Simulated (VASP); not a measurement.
Write the native input for VASP 6.6.1 that does the following.

- Task: single point
- Functional: PBE-based screened hybrid
- Potentials or basis: VASP PAW PBE potentials, release 64 (Cd, S)
- Cutoff: 520 eV
- k mesh: 4 × 4 × 3
- Occupations: fermi-dirac, width 0.05 eV
- Spin: no spin polarisation
- Dipole correction: no
- Grid for exact exchange (PRECFOCK): Normal
- Share of exact exchange: 0.25
- Further INCAR settings: ALGO = Normal; EDIFF = 1e-07; NBANDS = 16
- Screening parameter: 0.3 1/Å

The system is CdS.

```
Cd S
1.0
     4.26117    0.00000    0.00000
    -2.13058    3.69028    0.00000
     0.00000    0.00000    5.80417
Cd S
1 1
Cartesian
  0.0000 0.0000 2.5695
  2.1306 1.2301 2.5208
```

These files were run (other wordings do the same):

POSCAR

```
CdS
1.0
    4.2611695877      0.0000000000      0.0000000000
   -2.1305847939      3.6902811128      0.0000000000
    0.0000000000      0.0000000000      5.8041729400
Cd S
1 1
Direct
    0.0000000000      0.0000000000      0.4426919200
    0.6666666667      0.3333333333      0.4343080800
```

INCAR.step1

```
SYSTEM = CdS
ALGO     = Normal         ! electronic algorithm
EDIFF    = 1E-5           ! SCF threshold, eV
ENCUT    = 520            ! plane-wave cutoff, eV
GGA      = PE             ! functional
ISIF     = 2              ! what is computed and relaxed
ISMEAR   = -1             ! smearing method
LASPH    = .True.         ! aspherical terms in the spheres
LCHARG   = .False.        ! write CHGCAR
LREAL    = .False.        ! projectors in reciprocal space
LWAVE    = .True.         ! write WAVECAR
NBANDS   = 16             ! bands
NELM     = 100            ! most SCF steps
PREC     = Accurate       ! precision mode
SIGMA    = 0.05           ! smearing width, eV
```

INCAR.step2

```
SYSTEM = CdS
AEXX     = 0.25           ! exact-exchange fraction
ALGO     = Normal         ! electronic algorithm
EDIFF    = 1E-7           ! SCF threshold, eV
ENCUT    = 520            ! plane-wave cutoff, eV
GGA      = PE             ! functional
HFSCREEN = 0.3            ! screening, 1/A
ISIF     = 2              ! what is computed and relaxed
ISMEAR   = -1             ! smearing method
ISTART   = 1            
LASPH    = .True.         ! aspherical terms in the spheres
LCHARG   = .False.        ! write CHGCAR
LHFCALC  = .True.         ! exact exchange
LREAL    = .False.        ! projectors in reciprocal space
LWAVE    = .False.        ! write WAVECAR
NBANDS   = 16             ! bands
NELM     = 100            ! most SCF steps
PREC     = Accurate       ! precision mode
PRECFOCK = Normal       
SIGMA    = 0.05           ! smearing width, eV
```

KPOINTS

```
k-points
0
Gamma
  4 4 3
  0 0 0
```

Potentials or basis: VASP PAW PBE potentials, release 64 (Cd, S).

Command:

```bash
$ cat potpaw_PBE.64/Cd/POTCAR potpaw_PBE.64/S/POTCAR > POTCAR
$ cp INCAR.step1 INCAR
$ mpirun -np 1 vasp_std > vasp.out
$ cp INCAR.step2 INCAR
$ mpirun -np 1 vasp_std > vasp.out
```

It gave:

- Pressure: -0.5 GPa
- Largest force: 0.014 eV/Å
- Band gap on the k mesh: 2.29 eV, indirect (the least direct gap lies 3.6 meV higher)

Caveat: the k points lie up to 0.43 Å⁻¹ apart; the PAW data sets were made with another functional, which shifts forces and pressure a little.

Wall time 18 min on 1 thread of Intel Xeon 8259CL (shared host), peak memory 0.34 GiB.
